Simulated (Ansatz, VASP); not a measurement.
**CdS: VASP beside Ansatz**

```
Cd S
1.0
     4.13480    0.00000    0.00000
    -2.06740    3.58084    0.00000
     0.00000    0.00000    6.74900
Cd S
2 2
Direct
  0.33333 0.66667 0.00000
  0.66667 0.33333 0.50000
  0.33333 0.66667 0.38500
  0.66667 0.33333 0.88500
```

Alike in both runs: task single point; functional PBE; k mesh 8 × 8 × 4; occupations fermi-dirac, width 0.02 eV; no spin polarisation.

|  | VASP | Ansatz |
| --- | --- | --- |
| version | VASP 6.6.1 | Ansatz 0.2.0 |
| potentials or method | VASP PAW PBE potentials, release 64 (Cd, S), cutoff 520 eV | all-electron LAPW, scalar-relativistic |

```csv
,VASP,Ansatz,Ansatz less VASP
gap on the k mesh at the Fermi level (eV),1.23,1.23,-0.003
pressure (GPa),2.9,2.6,-0.31
"traceless stress, the component that is largest in VASP (GPa)",-1.55,-1.50,+0.048
rms of the force components (eV/Å),0.155,0.151,-0.0043
```

Atom by atom the forces differ by 0.004 eV/Å (rms over components). Ansatz ran all-electron here, and VASP with PAW potentials.
